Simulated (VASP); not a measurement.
# GaN in VASP: notebook, part 2 of 2

VASP 6.6.1.

## Step 3: Single point, PBEsol

INCAR reads:

```
PREC = Accurate
ENCUT = 520
EDIFF = 1E-6
ISMEAR = 0
SIGMA = 0.05
LREAL = F
LASPH = T
NELM = 80
ALGO = Normal
ISIF = 2
LWAVE = F
LCHARG = F
LDIPOL = T
IDIPOL = 3
DIPOL = 0.5 0.5 0.501
GGA = PS
NBANDS = 46
```

KPOINTS reads:

```
Automatic mesh
0
Gamma
  9 9 1
```

POSCAR reads:

```
GaN
1.0
    3.1825784895      0.0000000000      0.0000000000
   -1.5912892448      2.7561938215      0.0000000000
    0.0000000000      0.0000000000     25.4179595787
N Ga
4 4
Direct
    0.3333333333      0.6666666667      0.3344092186
    0.6666666667      0.3333333333      0.4364124116
    0.3333333333      0.6666666667      0.5410116118
    0.6666666667      0.3333333333      0.6434828093
    0.6666666667      0.3333333333      0.3595812022
    0.3333333333      0.6666666667      0.4615843953
    0.6666666667      0.3333333333      0.5627950788
    0.3333333333      0.6666666667      0.6658294629
```

Potentials or basis: VASP PAW PBE potentials, release 64 (N, Ga_d).

Command:

```sh
$ cat potpaw_PBE.64/N/POTCAR potpaw_PBE.64/Ga_d/POTCAR > POTCAR
$ mpirun -np 1 vasp_std > vasp.out
```

OUTCAR:

```text
PREC = Accurate
   ENCUT = 520
   EDIFF = 1E-6
   ISMEAR = 0
   LREAL = F
   LASPH = T
   NELM = 80
   ISIF = 2
   GGA = PS

 ion  position               nearest neighbor table
   1  0.333  0.667  0.334-   5 1.95   5 1.95   5 1.95
   2  0.667  0.333  0.436-   6 1.95   6 1.95   6 1.95   5 1.95
   3  0.333  0.667  0.541-   7 1.92   7 1.92   7 1.92   6 2.02
   4  0.667  0.333  0.643-   8 1.92   8 1.92   8 1.92   7 2.05
   5  0.667  0.333  0.360-   1 1.95   1 1.95   1 1.95   2 1.95
   6  0.333  0.667  0.462-   2 1.95   2 1.95   2 1.95   3 2.02
   7  0.667  0.333  0.563-   3 1.92   3 1.92   3 1.92   4 2.05
   8  0.333  0.667  0.666-   4 1.92   4 1.92   4 1.92

  LATTYP: Found a hexagonal cell.
 ALAT       =     3.1825784895
 C/A-ratio  =     7.9865931548

  Lattice vectors:

 A1 = (   3.1825784895,   0.0000000000,   0.0000000000)
 A2 = (  -1.5912892448,   2.7561938215,   0.0000000000)
 A3 = (   0.0000000000,   0.0000000000,  25.4179595787)

Analysis of symmetry for initial positions (statically):
=====================================================================
 Subroutine PRICEL returns:
 Original cell was already a primitive cell.

 Routine SETGRP: Setting up the symmetry group for a
 hexagonal supercell.

 Subroutine GETGRP returns: Found  6 space group operations
 (whereof  6 operations were pure point group operations)
 out of a pool of 24 trial point group operations.

The static configuration has the point symmetry C_3v.

Analysis of symmetry for dynamics (positions and initial velocities):
=====================================================================
 Subroutine PRICEL returns:
 Original cell was already a primitive cell.

 Routine SETGRP: Setting up the symmetry group for a
 hexagonal supercell.

 Subroutine GETGRP returns: Found  6 space group operations
 (whereof  6 operations were pure point group operations)
 out of a pool of 24 trial point group operations.

The dynamic configuration has the point symmetry C_3v.

 Subroutine INISYM returns: Found  6 space group operations
 (whereof  6 operations are pure point group operations),
 and found     1 'primitive' translations

----------------------------------------------------------------------------------------

                                     Primitive cell

  volume of cell :     222.9613

  direct lattice vectors                    reciprocal lattice vectors
     3.182578489  0.000000000  0.000000000     0.314210632  0.181409593  0.000000000
    -1.591289245  2.756193822  0.000000000     0.000000000  0.362819186  0.000000000
     0.000000000  0.000000000 25.417959579     0.000000000  0.000000000  0.039342261

  length of vectors
     3.182578489  3.182578490 25.417959579     0.362819186  0.362819186  0.039342261

  position of ions in fractional coordinates (direct lattice)
     0.333333333  0.666666667  0.334409219
     0.666666667  0.333333333  0.436412412
     0.333333333  0.666666667  0.541011612
     0.666666667  0.333333333  0.643482809
     0.666666667  0.333333333  0.359581202
[... 53 lines left out ...]
  0.333333  0.222222  0.000000     12.000000
  0.333333  0.333333  0.000000      2.000000
   k-points           NKPTS =     12   k-points in BZ     NKDIM =     12   number of bands    NBANDS=     46
   number of dos      NEDOS =    301   number of ions     NIONS =      8
   total plane-waves  NPLWV = 110592
   dimension x,y,z NGX =    24 NGY =   24 NGZ =  192
   dimension x,y,z NGXF=    48 NGYF=   48 NGZF=  384
   ions per type =               4   4
   NGX,Y,Z   is equivalent  to a cutoff of  12.54, 12.54, 12.56 a.u.
   NGXF,Y,Z  is equivalent  to a cutoff of  25.07, 25.07, 25.12 a.u.
 SYSTEM =  unknown system
   PREC   = accura    normal or accurate (medium, high low for compatibility)
   ISTART =      0    job   : 0-new  1-cont  2-samecut
   ICHARG =      2    charge: 1-file 2-atom 10-const
   ISPIN  =      1    spin polarized calculation?
   LNONCOLLINEAR =      F non collinear calculations
   LSORBIT =      F    spin-orbit coupling
   LASPH  =      T    aspherical Exc in radial PAW
   ENCUT  =  520.0 eV  38.22 Ry    6.18 a.u.   5.92  5.92 47.26*2*pi/ulx,y,z
   NELM   =     80;   NELMIN=  2; NELMDL= -5     # of ELM steps
   EDIFF  = 0.1E-05   stopping-criterion for ELM
   LREAL  =      F    real-space projection
   EDIFFG = 0.1E-04   stopping-criterion for IOM
   NSW    =      0    number of steps for IOM
   IBRION =     -1    ionic relax: 0-MD 1-quasi-New 2-CG
   NFREE  =      0    steps in history (QN), initial steepest desc. (CG)
   ISIF   =      2    stress and relaxation
   ISYM   =      2    0-nonsym 1-usesym 2-fastsym
   POTIM  = 0.5000    time-step for ionic-motion
   TEBEG  =    0.0;   TEEND  =   0.0 temperature during run
   PSTRESS=    0.0 pullay stress
   NELECT =      72.0000    total number of electrons
   NUPDOWN=      -1.0000    fix difference up-down
   EMIN   =  10.00;   EMAX   =-10.00  energy-range for DOS
   EFERMI =   0.00;   METHOD = LEGACY
   ISMEAR =     0;   SIGMA  =   0.05  broadening in eV -4-tet -1-fermi 0-gaus
   EFERMI_NEDOS =   21; number of points for ismear=-14 and -15
   IALGO  =     38    algorithm
   IMIX   =      4    mixing-type and parameters
     AMIX     =   0.40;   BMIX     =  1.00
     AMIX_MAG =   1.60;   BMIX_MAG =  1.00
  volume/ion in A,a.u.               =      27.87       188.08
  Fermi-wavevector in a.u.,A,eV,Ry     =   1.123162  2.122469 17.163658  1.261493
  Thomas-Fermi vector in A             =   2.259827
   LORBIT       =      0    0 simple, 1 ext, 2 COOP (PROOUT), +10 PAW based schemes
   GGA     = PS    functional components
   LHFCALC =     F    Hartree Fock is set to
   AEXX    =    0.0000 exact exchange contribution
   IVDW    =     0    specifies the selected vdW correction
   LEPSILON=     F    determine dielectric tensor
   LRPA    =     F    only Hartree local field effects (RPA)
 non-spin polarized calculation
 Gauss-broadening in eV      SIGMA  =   0.05
  energy-cutoff  :      520.00
  volume of cell :      222.96
 maximum number of plane-waves:      6030
 NGX is ok and might be reduce to    24
   NGX = 11   NGY = 11   NGZ = 95

 dipolmoment           0.000000      0.000000      0.019479 electrons x Angstroem

 number of electron      71.9999988 magnetization

 dipolmoment           0.000000      0.000000     -0.181274 electrons x Angstroem

 Free energy of the ion-electron system (eV)
  ---------------------------------------------------
  ext. energy  EPLUGINS =         0.00000000
  ---------------------------------------------------
  free energy    TOTEN  =       -48.96391731 eV

  energy without entropy =      -48.95357286  energy(sigma->0) =      -48.95874508

 E-fermi :  -0.8492     XC(G=0):  -5.5697

 val. band max:       -0.8664290741   @ k =   0.2222   0.2222   0.0000
 cond. band min:      -0.8385642333   @ k =   0.3333   0.2222   0.0000
 fundamental gap:      0.0278648408
 Fermi energy:        -0.8492473859

 k-point     1 :       0.0000    0.0000    0.0000
  band No.  band energies     occupation
      1     -18.6990      2.00000
      2     -18.0452      2.00000
      3     -16.9515      2.00000
      4     -16.7145      2.00000
      5     -16.7145      2.00000
      6     -16.4994      2.00000
[... 577 lines left out ...]
     45       6.3326      0.00000
     46       6.7549      0.00000

------------------------ aborting loop because EDIFF is reached ----------------------------------------

 vacuum level on the upper side and lower side of the slab       (xc-potential included)        -1.931         1.668

  FORCE on cell =-STRESS in cart. coord.  units (eV):
  Direction    XX          YY          ZZ          XY          YZ          ZX
  --------------------------------------------------------------------------------------
  -------------------------------------------------------------------------------------
  Total       -0.4343976     -0.4343976     -0.1756634      0.0000000      0.0000000      0.0000000
  in kB       -3.1215367     -3.1215367     -1.2622995      0.0000000      0.0000000      0.0000000
  external PRESSURE =      -2.5017910 kB  Pullay stress =       0.0000000 kB

 VOLUME and BASIS-vectors are now :
 -----------------------------------------------------------------------------
  energy-cutoff  :      520.00
  volume of cell :      222.96
      direct lattice vectors                 reciprocal lattice vectors
     3.182578489  0.000000000  0.000000000     0.314210632  0.181409593  0.000000000
    -1.591289245  2.756193822  0.000000000     0.000000000  0.362819186  0.000000000
     0.000000000  0.000000000 25.417959579     0.000000000  0.000000000  0.039342261

 POSITION                                       TOTAL-FORCE (eV/Angst)
 -----------------------------------------------------------------------------------
     -0.00000      1.83746      8.50000        -0.000000      0.000000      1.620533
      1.59129      0.91873     11.09271         0.000000     -0.000000      1.650721
     -0.00000      1.83746     13.75141         0.000000     -0.000000     -0.008782
      1.59129      0.91873     16.35602        -0.000000      0.000000      0.013989
      1.59129      0.91873      9.13982        -0.000000      0.000000     -2.388907
     -0.00000      1.83746     11.73253        -0.000000      0.000000     -0.867815
      1.59129      0.91873     14.30510        -0.000000     -0.000000     -0.004434
     -0.00000      1.83746     16.92403        -0.000000      0.000000     -0.015305
 -----------------------------------------------------------------------------------
    total drift:                               -0.000001     -0.000002      0.000283

  FREE ENERGIE OF THE ION-ELECTRON SYSTEM (eV)
  ---------------------------------------------------
  free  energy   TOTEN  =       -48.9639173069 eV

  energy  without entropy=      -48.9535728618  energy(sigma->0) =      -48.95874508

 vacuum level on the upper side and lower side of the slab         3.076         6.725
```

It took 2.3 min on 1 thread of Intel Xeon 6975P-C (Granite Rapids), shared host; peak memory 0.36 GiB.

Results:

```yaml
Free_energy: -48.9639 eV
Largest_force: 2.389 eV/Å
Band_gap_on_the_k_mesh: zero (bands 36 and 37 overlap by 0.60 eV)
```

Forces in eV/Å, atoms in the order of the input:
```
N    0.000  0.000  1.621
N    0.000  0.000  1.651
N    0.000  0.000 -0.009
N    0.000  0.000  0.014
Ga   0.000  0.000 -2.389
Ga   0.000  0.000 -0.868
Ga   0.000  0.000 -0.004
Ga   0.000  0.000 -0.015
```

Caveat: the PAW data sets were made with another functional, which shifts forces and pressure a little.
